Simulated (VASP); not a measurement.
# PbF2 (Ni2In type) (P6_3/mmc) in VASP: relaxation of cell and atoms with r2SCAN

Aim: the relaxation of cell and atoms of PbF2 (Ni2In type) with r2SCAN.

Everything below comes from runs of VASP 6.6.1. Logs are shortened: lines on timing, memory, paths and dates and some standing lists are left out, and cuts for length are marked.

## Step 1: The cell of the first run

It takes space group P6_3/mmc (No. 194, hexagonal). The conventional cell has a = 4.070 Å, b = 4.070 Å, c = 5.231 Å, α = 90.00°, β = 90.00°, γ = 120.00°. Within 3.1 Å of Pb (site symmetry -6m2) lie 11 F at 2.35 to 2.69 Å. Within 3.5 Å of F (site symmetry -3m) lie 8 F at 2.62 to 2.69 Å and 6 Pb at 2.69 Å. F (site symmetry -6m2) has 5 Pb at 2.35 to 2.62 Å and 6 F at 2.69 Å within 3.1 Å.

## Step 2: Relaxation of cell and atoms, r2SCAN, target pressure 25 GPa, at which the enthalpy is minimised

Input file POSCAR:

```
PbF2
1.0
    4.0701244291      0.0000000000      0.0000000000
   -2.0350622146      3.5248311522      0.0000000000
    0.0000000000      0.0000000000      5.2309348019
Pb F
2 4
Direct
    0.3333333333      0.6666666667      0.2500000000
    0.6666666667      0.3333333333      0.7500000000
    0.0000000000      0.0000000000      0.0000000000
    0.0000000000      0.0000000000      0.5000000000
    0.3333333333      0.6666666667      0.7500000000
    0.6666666667      0.3333333333      0.2500000000
```

Input file INCAR.step1:

```
  PREC = Accurate
  ENCUT = 600
  ISMEAR = 0
  SIGMA = 0.01
  LREAL = F
  LASPH = T
  NELM = 100
  GGA = PE
  ALGO = Normal
  EDIFF = 1E-4
  LWAVE = T
  LCHARG = F
```

Input file INCAR.step2:

```
  PREC = Accurate
  ENCUT = 600
  EDIFF = 1E-7
  ISMEAR = 0
  SIGMA = 0.01
  LREAL = F
  LASPH = T
  NELM = 100
  ALGO = Normal
  ISIF = 3
  LWAVE = F
  LCHARG = F
  METAGGA = R2SCAN
  LMIXTAU = T
  IBRION = 2
  NSW = 80
  EDIFFG = -0.003
  PSTRESS = 250.0
  ISTART = 1
```

Input file KPOINTS:

```
Automatic mesh
0
Gamma
  9 9 6
```

Potentials or basis: VASP PAW PBE potentials, release 64 (Pb_d, F).

Run with:

```bash
> cat potpaw_PBE.64/Pb_d/POTCAR potpaw_PBE.64/F/POTCAR > POTCAR
> cp INCAR.step1 INCAR
> mpirun -np 1 vasp_std > vasp.out
> cp INCAR.step2 INCAR
> mpirun -np 1 vasp_std > vasp.out
```

OUTCAR:

```text
PREC = Accurate
   ENCUT = 600
   EDIFF = 1E-7
   ISMEAR = 0
   LREAL = F
   LASPH = T
   NELM = 100
   ISIF = 3
   METAGGA = R2SCAN
   IBRION = 2
   NSW = 80
   EDIFFG = -0.003
   PSTRESS = 250.0
   ISTART = 1

 ion  position               nearest neighbor table
   1  0.333  0.667  0.250-   6 2.35   6 2.35   6 2.35   5 2.62   5 2.62   3 2.69   4 2.69   4 2.69
                             3 2.69   4 2.69   3 2.69   2 3.52   2 3.52   2 3.52   2 3.52   2 3.52
   2  0.667  0.333  0.750-   5 2.35   5 2.35   5 2.35   6 2.62   6 2.62   3 2.69   4 2.69   3 2.69
                             4 2.69   3 2.69   4 2.69   1 3.52   1 3.52   1 3.52   1 3.52   1 3.52
   3  0.000  0.000  0.000-   1 2.69   2 2.69   2 2.69   1 2.69   2 2.69   1 2.69
   4  0.000  0.000  0.500-   1 2.69   2 2.69   2 2.69   1 2.69   2 2.69   1 2.69
   5  0.333  0.667  0.750-   2 2.35   2 2.35   2 2.35   1 2.62   1 2.62
   6  0.667  0.333  0.250-   1 2.35   1 2.35   1 2.35   2 2.62   2 2.62

  LATTYP: Found a hexagonal cell.
 ALAT       =     4.0701244291
 C/A-ratio  =     1.2852026745

  Lattice vectors:

 A1 = (   4.0701244291,   0.0000000000,   0.0000000000)
 A2 = (  -2.0350622146,   3.5248311522,   0.0000000000)
 A3 = (   0.0000000000,   0.0000000000,   5.2309348019)

Analysis of symmetry for initial positions (statically):
=====================================================================
 Subroutine PRICEL returns:
 Original cell was already a primitive cell.

 Routine SETGRP: Setting up the symmetry group for a
 hexagonal supercell.

 Subroutine GETGRP returns: Found 24 space group operations
 (whereof 12 operations were pure point group operations)
 out of a pool of 24 trial point group operations.

The static configuration has the point symmetry D_3d.
 The point group associated with its full space group is D_6h.

Analysis of symmetry for dynamics (positions and initial velocities):
=====================================================================
 Subroutine PRICEL returns:
 Original cell was already a primitive cell.

 Routine SETGRP: Setting up the symmetry group for a
 hexagonal supercell.

 Subroutine GETGRP returns: Found 24 space group operations
 (whereof 12 operations were pure point group operations)
 out of a pool of 24 trial point group operations.

The dynamic configuration has the point symmetry D_3d.
 The point group associated with its full space group is D_6h.

[... 105 lines left out ...]
   NELM   =    100;   NELMIN=  2; NELMDL=  0     # of ELM steps
   EDIFF  = 0.1E-06   stopping-criterion for ELM
   LREAL  =      F    real-space projection
   EDIFFG = -.3E-02   stopping-criterion for IOM
   NSW    =     80    number of steps for IOM
   IBRION =      2    ionic relax: 0-MD 1-quasi-New 2-CG
   NFREE  =      1    steps in history (QN), initial steepest desc. (CG)
   ISIF   =      3    stress and relaxation
   ISYM   =      2    0-nonsym 1-usesym 2-fastsym
   POTIM  = 0.5000    time-step for ionic-motion
   TEBEG  =    0.0;   TEEND  =   0.0 temperature during run
   PSTRESS=  250.0 pullay stress
   NELECT =      56.0000    total number of electrons
   NUPDOWN=      -1.0000    fix difference up-down
   EMIN   =  10.00;   EMAX   =-10.00  energy-range for DOS
   EFERMI =   0.00;   METHOD = LEGACY
   ISMEAR =     0;   SIGMA  =   0.01  broadening in eV -4-tet -1-fermi 0-gaus
   EFERMI_NEDOS =   21; number of points for ismear=-14 and -15
   IALGO  =     38    algorithm
   IMIX   =      4    mixing-type and parameters
     AMIX     =   0.40;   BMIX     =  1.00
     AMIX_MAG =   1.60;   BMIX_MAG =  1.00
  volume/ion in A,a.u.               =      12.51        84.41
  Fermi-wavevector in a.u.,A,eV,Ry     =   1.484895  2.806045 29.999664  2.204913
  Thomas-Fermi vector in A             =   2.598375
   LORBIT       =      0    0 simple, 1 ext, 2 COOP (PROOUT), +10 PAW based schemes
   METAGGA = R2SCAN    functional components
   LHFCALC =     F    Hartree Fock is set to
   AEXX    =    0.0000 exact exchange contribution
   IVDW    =     0    specifies the selected vdW correction
   LEPSILON=     F    determine dielectric tensor
   LRPA    =     F    only Hartree local field effects (RPA)
 conjugate gradient relaxation of ions
 non-spin polarized calculation
 Gauss-broadening in eV      SIGMA  =   0.01
  energy-cutoff  :      600.00
  volume of cell :       75.05
 maximum number of plane-waves:      2520
 NGX is ok and might be reduce to    36
   NGX = 17   NGY = 17   NGZ = 21

--------------------------------------- Ionic step        1  -------------------------------------------

 number of electron      55.9999978 magnetization

 Free energy of the ion-electron system (eV)
  ---------------------------------------------------
  ext. energy  EPLUGINS =         0.00000000
  ---------------------------------------------------
  free energy    TOTEN  =      -138.92844887 eV

  energy without entropy =     -138.92844887  energy(sigma->0) =     -138.92844887

------------------------ aborting loop because EDIFF is reached ----------------------------------------

  FORCE on cell =-STRESS in cart. coord.  units (eV):
  Direction    XX          YY          ZZ          XY          YZ          ZX
  --------------------------------------------------------------------------------------
  -------------------------------------------------------------------------------------
  Total        9.4735584      9.4735584      9.2781820     -0.0000000      0.0000000     -0.0000000
  in kB      202.2545993    202.2545993    198.0834357     -0.0000000      0.0000000     -0.0000000
  external PRESSURE =     -49.1357886 kB  Pullay stress =     250.0000000 kB
[... 323 lines left out ...]
--------------------------------------- Ionic step        9  -------------------------------------------

 number of electron      55.9999950 magnetization

 Free energy of the ion-electron system (eV)
  ---------------------------------------------------
  ext. energy  EPLUGINS =         0.00000000
  ---------------------------------------------------
  free energy    TOTEN  =      -138.64717652 eV

  energy without entropy =     -138.64717652  energy(sigma->0) =     -138.64717652

 E-fermi :   5.7133     XC(G=0): -12.3035

 val. band max:        5.6527296919   @ k =   0.4444   0.1111   0.3333
 cond. band min:      10.3243924476   @ k =   0.4444   0.0000   0.5000
 fundamental gap:      4.6716627557
 Fermi energy:         5.7133042083

 k-point     1 :       0.0000    0.0000    0.0000
  band No.  band energies     occupation
      1     -18.7666      2.00000
      2     -18.4503      2.00000
      3     -16.7115      2.00000
      4     -16.4611      2.00000
      5      -9.7822      2.00000
      6      -9.7822      2.00000
[... 853 lines left out ...]
     32      13.8739      0.00000
     33      13.8739      0.00000

 [... further k-points ...]
[... 5 lines left out ...]
  --------------------------------------------------------------------------------------
  -------------------------------------------------------------------------------------
  Total       11.3995278     11.3995278     11.3922366     -0.0000000      0.0000000      0.0000000
  in kB      250.0673790    250.0673790    249.9074338     -0.0000000      0.0000000      0.0000000
  external PRESSURE =       0.0140639 kB  Pullay stress =     250.0000000 kB
[... 25 lines left out ...]
  energy  without entropy=     -138.6471765169  energy(sigma->0) =     -138.64717652

  enthalpy is  TOTEN    =      -127.2507202458 eV   P V=       11.3964562711

 reached required accuracy - stopping structural energy minimisation
```

OUTCAR.step1:

```text
PREC = Accurate
   ENCUT = 600
   ISMEAR = 0
   LREAL = F
[... 1106 lines left out ...]
      0.00000      0.00000      0.00000         0.000000     -0.000000      0.000000
      0.00000      0.00000      2.61547         0.000000     -0.000000      0.000000
     -0.00000      2.34989      3.92320        -0.000000      0.000000      0.000000
      2.03506      1.17494      1.30773         0.000000      0.000000      0.000000
 -----------------------------------------------------------------------------------
    total drift:                                0.000000     -0.000000      0.000000

  FREE ENERGIE OF THE ION-ELECTRON SYSTEM (eV)
  ---------------------------------------------------
  free  energy   TOTEN  =       -26.6732289615 eV

  energy  without entropy=      -26.6732289615  energy(sigma->0) =      -26.67322896
```

It took 73 min on 1 thread of Intel Xeon Platinum 8259CL at 2.50GHz (Skylake/Cascade Lake), shared host; peak memory 0.34 GiB.

What came out:

```yaml
Free_energy: -138.6472 eV
Relaxed_volume: 12.17 Å³/atom
Relaxed_cell: a = 4.046 Å, b = 4.046 Å, c = 5.152 Å, α = 90.00°, β = 90.00°, γ = 120.00°
Space_group_after_relaxing_to_0.05_Å: P6_3/mmc (No. 194)
Energy_change_on_relaxing_the_enthalpy_is_what_falls: +46.9 meV/atom
Ionic_steps: 9
Pressure_after_relaxing: 25.0 GPa
Band_gap_on_the_k_mesh: 4.67 eV, indirect (least direct gap 4.85 eV)
```

The path:
```csv
step,energy change (eV),largest force (eV/Å),pressure (GPa),volume (Å³)
1,0.0000,0.0000,20.09,75.05
2,0.6501,0.0000,31.45,70.96
3,0.2682,0.0000,25.00,73.13
4,0.2741,0.0000,25.10,73.10
5,0.2816,0.0000,25.10,73.04
6,0.2873,0.0000,25.10,73.00
7,0.2870,0.0000,25.10,73.00
8,0.2738,0.0000,24.87,73.08
9,0.2813,0.0000,25.00,73.04
```

Final structure:
```
Pb F
1.0
     4.04576    0.00000    0.00000
    -2.02288    3.50373    0.00000
     0.00000    0.00000    5.15240
Pb F
2 4
Direct
  0.33333 0.66667 0.25000
  0.66667 0.33333 0.75000
  0.00000 0.00000 0.00000
  0.00000 0.00000 0.50000
  0.33333 0.66667 0.75000
  0.66667 0.33333 0.25000
```

Levels at points of the mesh, in eV from the valence-band top:
```tsv
k point	band 26	band 27	band 28	band 29	band 30	band 31
(0.00, 0.00, 0.00)	-2.61	-1.25	-1.05	5.37	6.84	6.84
(0.00, 0.00, 0.50)	-2.91	-0.97	-0.97	6.27	6.27	7.89
```

Caveat: the cell is relaxed towards a set pressure, so the enthalpy falls and the energy may rise; the PAW data sets were made with another functional, which shifts forces and pressure a little; spin-orbit coupling is left out, which moves the levels of the heavy elements.
